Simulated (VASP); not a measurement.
# Pd (Im-3m) in VASP: a series of runs

Runs on Pd. Level: PBEsol. Tasks: single point, relaxation of cell and atoms.

All numbers are computed with VASP 6.6.1; they aren't measurements. Logs are shortened: lines on timing, memory, paths and dates and some standing lists are left out, and cuts for length are marked.

**1. The cell of the first run**

The structure is cubic, space group Im-3m (No. 229). The conventional cell has a = 3.059 Å, b = 3.059 Å, c = 3.059 Å, α = 90.00°, β = 90.00°, γ = 90.00°. Pd (site symmetry m-3m) has 14 Pd at 2.65 to 3.06 Å within 3.5 Å.

**2. Single point, PBEsol**

Input file INCAR:

```
SYSTEM = Pd
ALGO     = Normal         ! electronic algorithm
EDIFF    = 1E-6           ! SCF threshold, eV
ENCUT    = 520            ! plane-wave cutoff, eV
GGA      = PS             ! functional
ISIF     = 2              ! what is computed and relaxed
ISMEAR   = -1             ! smearing method
LASPH    = .True.         ! aspherical terms in the spheres
LCHARG   = .False.        ! write CHGCAR
LREAL    = .False.        ! projectors in reciprocal space
LWAVE    = .False.        ! write WAVECAR
NBANDS   = 11             ! bands
NELM     = 60             ! most SCF steps
PREC     = Accurate       ! precision mode
SIGMA    = 0.05           ! smearing width, eV
```

Input file KPOINTS:

```
k-points
0
Gamma
  12 12 12
  0 0 0
```

Input file POSCAR:

```
Pd
1.0
   -1.5296474862      1.5296474862      1.5296474862
    1.5296474862     -1.5296474862      1.5296474862
    1.5296474862      1.5296474862     -1.5296474862
Pd
1
Direct
    0.0000000000      0.0000000000      0.0000000000
```

Potentials or basis: VASP PAW PBE potentials, release 64 (Pd).

Launch:

```bash
cat potpaw_PBE.64/Pd/POTCAR > POTCAR
mpirun -np 1 vasp_std > vasp.out
```

OUTCAR:

```text
SYSTEM = Pd
   EDIFF = 1E-6
   ENCUT = 520
   GGA = PS
   ISIF = 2
   ISMEAR = -1
   LASPH = .True.
   LREAL = .False.
   NELM = 60
   PREC = Accurate

 ion  position               nearest neighbor table
   1  0.000  0.000  0.000-

  LATTYP: Found a body centered cubic cell.
 ALAT       =     3.0592949724

  Lattice vectors:

 A1 = (  -1.5296474862,   1.5296474862,   1.5296474862)
 A2 = (   1.5296474862,  -1.5296474862,   1.5296474862)
 A3 = (   1.5296474862,   1.5296474862,  -1.5296474862)

Analysis of symmetry for initial positions (statically):
=====================================================================
 Subroutine PRICEL returns:
 Original cell was already a primitive cell.

 Routine SETGRP: Setting up the symmetry group for a
 body centered cubic supercell.

 Subroutine GETGRP returns: Found 48 space group operations
[... 9 lines left out ...]

 Routine SETGRP: Setting up the symmetry group for a
 body centered cubic supercell.

 Subroutine GETGRP returns: Found 48 space group operations
[... 11 lines left out ...]
                                     Primitive cell

  volume of cell :      14.3164

  direct lattice vectors                    reciprocal lattice vectors
    -1.529647486  1.529647486  1.529647486     0.000000000  0.326872697  0.326872697
     1.529647486 -1.529647486  1.529647486     0.326872697  0.000000000  0.326872697
     1.529647486  1.529647486 -1.529647486     0.326872697  0.326872697  0.000000000

  length of vectors
     2.649427164  2.649427164  2.649427164     0.462267802  0.462267802  0.462267802

  position of ions in fractional coordinates (direct lattice)
     0.000000000  0.000000000  0.000000000

  ion indices of the primitive-cell ions
   primitive index   ion index
                 1           1

----------------------------------------------------------------------------------------

 KPOINTS: k-points

Automatic generation of k-mesh.
 Grid dimensions read from file:
 generate k-points for:   12   12   12

 Generating k-lattice:

  Cartesian coordinates                     Fractional coordinates (reciprocal lattice)
     0.000000000  0.027239391  0.027239391     0.083333333  0.000000000  0.000000000
     0.027239391  0.000000000  0.027239391     0.000000000  0.083333333  0.000000000
     0.027239391  0.027239391  0.000000000     0.000000000  0.000000000  0.083333333

  Length of vectors
     0.038522317  0.038522317  0.038522317

  Shift w.r.t. Gamma in fractional coordinates (k-lattice)
     0.000000000  0.000000000  0.000000000

 Subroutine IBZKPT returns following result:
 ===========================================

 Found     72 irreducible k-points:

 Following reciprocal coordinates:
            Coordinates               Weight
  0.000000  0.000000  0.000000      1.000000
  0.083333  0.000000  0.000000     12.000000
  0.166667  0.000000  0.000000     12.000000
  0.250000  0.000000  0.000000     12.000000
  0.333333  0.000000  0.000000     12.000000
  0.416667  0.000000  0.000000     12.000000
[... 16 lines left out ...]
  0.333333  0.083333  0.083333     24.000000
  0.416667  0.083333  0.083333     12.000000
 [... further k-points ...]
   k-points           NKPTS =     72   k-points in BZ     NKDIM =     72   number of bands    NBANDS=     11
   number of dos      NEDOS =    301   number of ions     NIONS =      1
   total plane-waves  NPLWV =   8000
   dimension x,y,z NGX =    20 NGY =   20 NGZ =   20
   dimension x,y,z NGXF=    40 NGYF=   40 NGZF=   40
   ions per type =               1
   NGX,Y,Z   is equivalent  to a cutoff of  12.55, 12.55, 12.55 a.u.
   NGXF,Y,Z  is equivalent  to a cutoff of  25.10, 25.10, 25.10 a.u.
 SYSTEM =  Pd
   PREC   = accura    normal or accurate (medium, high low for compatibility)
   ISTART =      0    job   : 0-new  1-cont  2-samecut
   ICHARG =      2    charge: 1-file 2-atom 10-const
   ISPIN  =      1    spin polarized calculation?
   LNONCOLLINEAR =      F non collinear calculations
   LSORBIT =      F    spin-orbit coupling
   LASPH  =      T    aspherical Exc in radial PAW
   ENCUT  =  520.0 eV  38.22 Ry    6.18 a.u.   4.93  4.93  4.93*2*pi/ulx,y,z
   NELM   =     60;   NELMIN=  2; NELMDL= -5     # of ELM steps
   EDIFF  = 0.1E-05   stopping-criterion for ELM
   LREAL  =      F    real-space projection
   EDIFFG = 0.1E-04   stopping-criterion for IOM
   NSW    =      0    number of steps for IOM
   IBRION =     -1    ionic relax: 0-MD 1-quasi-New 2-CG
   NFREE  =      0    steps in history (QN), initial steepest desc. (CG)
   ISIF   =      2    stress and relaxation
   ISYM   =      2    0-nonsym 1-usesym 2-fastsym
   POTIM  = 0.5000    time-step for ionic-motion
   TEBEG  =    0.0;   TEEND  =   0.0 temperature during run
   PSTRESS=    0.0 pullay stress
   NELECT =      10.0000    total number of electrons
   NUPDOWN=      -1.0000    fix difference up-down
   EMIN   =  10.00;   EMAX   =-10.00  energy-range for DOS
   EFERMI =   0.00;   METHOD = LEGACY
   ISMEAR =    -1;   SIGMA  =   0.05  broadening in eV -4-tet -1-fermi 0-gaus
   EFERMI_NEDOS =   21; number of points for ismear=-14 and -15
   IALGO  =     38    algorithm
   IMIX   =      4    mixing-type and parameters
     AMIX     =   0.40;   BMIX     =  1.00
     AMIX_MAG =   1.60;   BMIX_MAG =  1.00
  volume/ion in A,a.u.               =      14.32        96.61
  Fermi-wavevector in a.u.,A,eV,Ry     =   1.452547  2.744915 28.706827  2.109892
  Thomas-Fermi vector in A             =   2.569916
   LORBIT       =      0    0 simple, 1 ext, 2 COOP (PROOUT), +10 PAW based schemes
   GGA     = PS    functional components
   LHFCALC =     F    Hartree Fock is set to
   AEXX    =    0.0000 exact exchange contribution
   IVDW    =     0    specifies the selected vdW correction
   LEPSILON=     F    determine dielectric tensor
   LRPA    =     F    only Hartree local field effects (RPA)
 non-spin polarized calculation
  energy-cutoff  :      520.00
  volume of cell :       14.32
 maximum number of plane-waves:       402
   NGX =  9   NGY =  9   NGZ =  9

 number of electron      10.0000000 magnetization

 number of electron       9.9999995 magnetization

 Free energy of the ion-electron system (eV)
  ---------------------------------------------------
  ext. energy  EPLUGINS =         0.00000000
  ---------------------------------------------------
  free energy    TOTEN  =        -5.91054360 eV

  energy without entropy =       -5.90168523  energy(sigma->0) =       -5.90611441

 E-fermi :  10.0967     XC(G=0): -13.5614

 val. band max:       10.0926826374   @ k =  -0.4167   0.4167   0.3333
 cond. band min:      10.1065163634   @ k =  -0.4167   0.4167   0.4167
 fundamental gap:      0.0138337259
 Fermi energy:        10.0967179074

 k-point     1 :       0.0000    0.0000    0.0000
  band No.  band energies     occupation
      1       2.6657      2.00000
      2       7.0097      2.00000
      3       7.0097      2.00000
      4       7.0097      2.00000
      5       9.1248      2.00000
      6       9.1248      2.00000
      7      29.5133      0.00000
      8      29.5133      0.00000
      9      29.5133      0.00000
     10      36.2849      0.00000
     11      38.4459      0.00000

 k-point     2 :       0.0833    0.0000    0.0000
  band No.  band energies     occupation
      1       2.9378      2.00000
      2       6.9141      2.00000
      3       7.0117      2.00000
      4       7.2092      2.00000
      5       9.0144      2.00000
      6       9.1321      2.00000
      7      29.3932      0.00000
      8      29.5552      0.00000
      9      29.8572      0.00000
     10      36.2323      0.00000
     11      36.4729      0.00000

 k-point     3 :       0.1667    0.0000    0.0000
  band No.  band energies     occupation
      1       3.6745      2.00000
      2       6.6614      2.00000
      3       7.0204      2.00000
      4       7.7815      2.00000
      5       8.8212      2.00000
      6       9.1590      2.00000
      7      28.3991      0.00000
      8      29.2240      0.00000
      9      30.8124      0.00000
     10      35.2212      0.00000
     11      35.4767      0.00000

 k-point     4 :       0.2500    0.0000    0.0000
  band No.  band energies     occupation
      1       4.4961      2.00000
      2       6.3348      2.00000
      3       7.2913      2.00000
      4       8.6415      2.00000
      5       8.7763      2.00000
      6       9.2129      2.00000
      7      25.8754      0.00000
      8      28.0194      0.00000
      9      32.1578      0.00000
     10      33.3813      0.00000
     11      35.1132      0.00000

 k-point     5 :       0.3333    0.0000    0.0000
  band No.  band energies     occupation
      1       4.7426      2.00000
      2       6.0270      2.00000
      3       8.4383      2.00000
      4       8.9385      2.00000
      5       9.2878      2.00000
      6       9.6226      1.99985
      7      22.6704      0.00000
      8      26.6231      0.00000
      9      30.7711      0.00000
     10      33.5498      0.00000
     11      35.3879      0.00000

 k-point     6 :       0.4167    0.0000    0.0000
  band No.  band energies     occupation
      1       4.6127      2.00000
      2       5.8120      2.00000
      3       8.9806      2.00000
      4       9.3572      2.00000
      5      10.3400      0.01530
      6      10.4497      0.00172
      7      19.7290      0.00000
      8      25.6323      0.00000
      9      28.9163      0.00000
     10      34.5892      0.00000
     11      35.7193      0.00000

 k-point     7 :       0.5000    0.0000    0.0000
  band No.  band energies     occupation
      1       4.5324      2.00000
      2       5.7354      2.00000
      3       9.0492      2.00000
      4       9.3859      2.00000
      5      10.7837      0.00000
      6      11.3873      0.00000
      7      18.3037      0.00000
      8      25.2806      0.00000
      9      28.2329      0.00000
     10      34.9705      0.00000
     11      35.8661      0.00000

 k-point     8 :       0.0833    0.0833    0.0000
  band No.  band energies     occupation
      1       3.4493      2.00000
      2       6.8066      2.00000
      3       6.8986      2.00000
      4       7.6426      2.00000
      5       8.8377      2.00000
      6       9.1731      2.00000
      7      28.9034      0.00000
      8      29.5543      0.00000
      9      30.2558      0.00000
     10      34.8899      0.00000
     11      35.8784      0.00000
[... 141 lines left out ...]
 k-point    19 :       0.3333    0.3333    0.0000
  band No.  band energies     occupation
      1       5.5328      2.00000
      2       6.6983      2.00000
      3       6.6983      2.00000
      4       9.3417      2.00000
      5       9.3417      2.00000
      6      18.0803      0.00000
      7      18.0803      0.00000
      8      18.9400      0.00000
      9      28.0473      0.00000
     10      34.4735      0.00000
     11      34.4735      0.00000

 k-point    20 :       0.0833    0.0833    0.0833
  band No.  band energies     occupation
      1       4.1339      2.00000
      2       6.5999      2.00000
      3       6.5999      2.00000
      4       8.4684      2.00000
      5       9.0003      2.00000
      6       9.0003      2.00000
      7      28.2844      0.00000
      8      28.2844      0.00000
      9      30.8244      0.00000
     10      32.0134      0.00000
     11      36.3538      0.00000

 k-point    21 :       0.1667    0.0833    0.0833
  band No.  band energies     occupation
      1       4.9786      2.00000
      2       6.2676      2.00000
      3       6.5594      2.00000
      4       8.9262      2.00000
      5       9.1601      2.00000
      6       9.6301      1.99982
      7      26.0122      0.00000
      8      27.1026      0.00000
      9      29.2066      0.00000
     10      31.9637      0.00000
     11      36.3241      0.00000

 k-point    22 :       0.2500    0.0833    0.0833
  band No.  band energies     occupation
      1       5.2022      2.00000
      2       5.9867      2.00000
      3       7.3234      2.00000
      4       8.9901      2.00000
      5       9.2863      2.00000
      6      11.0797      0.00000
      7      22.8051      0.00000
      8      25.8845      0.00000
      9      27.4970      0.00000
     10      33.4052      0.00000
     11      36.2897      0.00000

 k-point    23 :       0.3333    0.0833    0.0833
  band No.  band energies     occupation
      1       5.0243      2.00000
      2       5.8031      2.00000
      3       8.4233      2.00000
      4       9.0952      2.00000
      5       9.3695      2.00000
      6      12.6988      0.00000
      7      19.7905      0.00000
      8      25.0240      0.00000
      9      26.3345      0.00000
     10      34.6290      0.00000
     11      36.2645      0.00000

 k-point    24 :       0.4167    0.0833    0.0833
  band No.  band energies     occupation
      1       4.9336      2.00000
      2       5.7395      2.00000
      3       8.9154      2.00000
      4       9.1389      2.00000
      5       9.3992      2.00000
      6      13.7276      0.00000
      7      18.2391      0.00000
      8      24.7171      0.00000
      9      25.8852      0.00000
     10      35.1006      0.00000
     11      36.2564      0.00000

 [... further k-points ...]
[... 5 lines left out ...]
  --------------------------------------------------------------------------------------
  -------------------------------------------------------------------------------------
  Total        0.4132805      0.4132805      0.4132805     -0.0000000     -0.0000000      0.0000000
  in kB       46.2510353     46.2510353     46.2510353     -0.0000000     -0.0000000      0.0000000
  external PRESSURE =      46.2510353 kB  Pullay stress =       0.0000000 kB

 VOLUME and BASIS-vectors are now :
 -----------------------------------------------------------------------------
  energy-cutoff  :      520.00
  volume of cell :       14.32
      direct lattice vectors                 reciprocal lattice vectors
    -1.529647486  1.529647486  1.529647486     0.000000000  0.326872697  0.326872697
     1.529647486 -1.529647486  1.529647486     0.326872697  0.000000000  0.326872697
     1.529647486  1.529647486 -1.529647486     0.326872697  0.326872697  0.000000000

 POSITION                                       TOTAL-FORCE (eV/Angst)
 -----------------------------------------------------------------------------------
      0.00000      0.00000      0.00000        -0.000000     -0.000000     -0.000000
 -----------------------------------------------------------------------------------
    total drift:                                0.000000     -0.000000      0.000000

  FREE ENERGIE OF THE ION-ELECTRON SYSTEM (eV)
  ---------------------------------------------------
  free  energy   TOTEN  =        -5.9105435974 eV

  energy  without entropy=       -5.9016852261  energy(sigma->0) =       -5.90611441
```

Run time: 19 s. Hardware: 1 thread of AMD EPYC 7R13, shared host; peak memory 0.1 GiB.

Results:

```
Free energy            : -5.9105 eV
Pressure               : 4.6 GPa
Band gap on the k mesh : zero (band 5 reaches 10.78 eV, above the bottom of band 6 at 9.00 eV)
```

Caveat: the PAW data sets were made with another functional, which shifts forces and pressure a little.

[end of part 1 of 3]
